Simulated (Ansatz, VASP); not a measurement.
# Two plane-wave programs on InSb

The input POSCAR:

```
InSb
1.0
    0.0000000000      3.2795130186      3.2795130186
    3.2795130186      0.0000000000      3.2795130186
    3.2795130186      3.2795130186      0.0000000000
In Sb
1 1
Direct
    0.0000000000      0.0000000000      0.0000000000
    0.2500000000      0.2500000000      0.2500000000
```

The input INCAR.step1:

```
ALGO = Normal
EDIFF = 1E-4
ENCUT = 520
GGA = PE
ISMEAR = -1
LASPH = T
LCHARG = F
LREAL = F
LWAVE = T
NBANDS = 16
NELM = 100
PREC = Accurate
SIGMA = 0.02
```

Contents of INCAR.step2:

```
ALGO = Normal
EDIFF = 1E-7
ENCUT = 520
ISIF = 2
ISMEAR = -1
ISTART = 1
LASPH = T
LCHARG = F
LMIXTAU = T
LREAL = F
LWAVE = F
METAGGA = R2SCAN
NBANDS = 16
NELM = 100
PREC = Accurate
SIGMA = 0.02
```

File KPOINTS:

```
k-points
0
Gamma
  6 6 6
```

Input for Ansatz:

```yaml
crystal:
  lattice:
    - [0.0, 3.2795130186, 3.2795130186]
    - [3.2795130186, 0.0, 3.2795130186]
    - [3.2795130186, 3.2795130186, 0.0]
  atoms:
    - { symbol: In, position: [0.0, 0.0, 0.0] }
    - { symbol: Sb, position: [0.25, 0.25, 0.25] }
kpoints:
  mp_grid: { grid: [6, 6, 6] }
  band_path:
    path:
      - [0.0, 0.0, 0.0]
      - [-0.5, -0.5, 0.0]
      - [-0.375, -0.375, 0.25]
      - [-0.375, 0.0, 0.375]
      - [0.0, 0.0, 0.5]
      - [-0.5, -0.25, 0.25]
    npoints: 1
hamiltonian:
  xc: r2scan
scf:
  occupations: { method: fermi_dirac, width: 0.02 }
  n_extra_bands: 4
output:
  forces: true
  stress: true
  eigenvalues: true
```

Alike in both runs: task single point; functional r2SCAN; k mesh 6 × 6 × 6; occupations fermi-dirac, width 0.02 eV; no spin polarisation.

|  | VASP | Ansatz |
| --- | --- | --- |
| version | VASP 6.6.1 | Ansatz 0.2.0 |
| potentials or method | VASP PAW PBE potentials, release 64 (In_d, Sb) | plane waves, PAW |
| plane-wave cutoff (eV) | 520 | 500 |
| valence electrons in the cell | 18 | 28 |

|  | VASP | Ansatz | Ansatz less VASP |
| --- | --- | --- | --- |
| pressure (GPa) | 0.0 | 0.0 | -0.01 |

VASP's potentials were made for PBE, not for r2SCAN. The functional is the same, so the differences come from potentials, cutoffs and numerics. VASP's potentials hold 18 valence electrons a cell and Ansatz's 28, so a difference there can come from the potentials and not from the codes.

Spin-orbit coupling is off throughout.
